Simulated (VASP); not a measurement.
Here is a VASP 6.6.1 calculation.

INCAR

```
PREC     = Accurate       # precision mode
ENCUT    = 520            # plane-wave cutoff, eV
EDIFF    = 1E-7           # SCF threshold, eV
ISMEAR   = -1             # smearing method
SIGMA    = 0.03           # smearing width, eV
LREAL    = F              # projectors in reciprocal space
LASPH    = T              # aspherical terms in the spheres
NELM     = 100            # most SCF steps
ALGO     = Normal         # electronic algorithm
ISIF     = 2              # what is computed and relaxed
LWAVE    = F              # write WAVECAR
LCHARG   = T              # write CHGCAR
GGA      = PS             # functional
LELF     = T              # ELF
LVHAR    = T            
NBANDS   = 18             # bands
```

File KPOINTS:

```
regular mesh
0
Gamma
  9 9 6
```

POSCAR

```
LiF
1.0
    2.7866989372      0.0000000000      0.0000000000
   -1.3933494686      2.4133520723      0.0000000000
    0.0000000000      0.0000000000      4.8102331784
Li F
2 2
Direct
    0.0000000000      0.0000000000      0.0000000000
    0.0000000000      0.0000000000      0.5000000000
    0.3333333333      0.6666666667      0.2500000000
    0.6666666667      0.3333333333      0.7500000000
```

Potentials or basis: VASP PAW PBE potentials, release 64 (Li_sv, F).

Run with:

```sh
$ cat potpaw_PBE.64/Li_sv/POTCAR potpaw_PBE.64/F/POTCAR > POTCAR
$ mpirun -np 1 vasp_std > vasp.out
```

Estimate the band gap on the k mesh.

8.91 eV.

Caveat: an odd mesh through Γ misses points on the zone boundary, where band edges can lie.
